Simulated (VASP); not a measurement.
A run of VASP 6.6.1 is set up as follows.

The input INCAR:

```
SYSTEM = SiC3
PREC = Accurate
ENCUT = 600
EDIFF = 1E-6
ISMEAR = 0
SIGMA = 0.1
LREAL = .False.
LASPH = .True.
NELM = 100
ALGO = Normal
ISIF = 3
LWAVE = .False.
LCHARG = .False.
GGA = PE
IBRION = 2
NSW = 90
EDIFFG = -0.04
```

File KPOINTS:

```
regular mesh
0
Gamma
  4 4 4
  0 0 0
```

POSCAR

```
SiC3
1.0
    3.7713073200      0.0000000000      0.0000000000
    0.0000000000      3.7713073200      0.0000000000
    0.0000000000      0.0000000000      3.7713073200
Si C
1 3
Direct
    0.0000000000      0.0000000000      0.0000000000
    0.5000000000      0.0000000000      0.5000000000
    0.0000000000      0.5000000000      0.5000000000
    0.5000000000      0.5000000000      0.0000000000
```

Potentials or basis: VASP PAW PBE potentials, release 64 (Si, C).

Command:

```sh
$ cat potpaw_PBE.64/Si/POTCAR potpaw_PBE.64/C/POTCAR > POTCAR
$ mpirun -np 1 vasp_std > vasp.out
```

Task: What does it give for the space group after relaxing (to 0.05 Å)?

Result: Pm-3m (No. 221).

Task: Estimate the relaxed volume.

Result: 8.12 Å³/atom.

Task: Predict the band gap on the k mesh.

Result: Zero (band 8 reaches 11.19 eV, above the bottom of band 9 at 7.81 eV).

Final structure:
```xyz
4
Lattice="3.1901 0.0000 0.0000 0.0000 3.1901 0.0000 0.0000 0.0000 3.1901" Properties=species:S:1:pos:R:3 pbc="T T T"
Si    0.0000    0.0000    0.0000
C     1.5950    0.0000    1.5950
C     0.0000    1.5950    1.5950
C     1.5950    1.5950    0.0000
```

Caveat: the k points lie up to 0.49 Å⁻¹ apart in the final cell; the volume moved by over 15 % at a fixed basis, so the end points are rough.
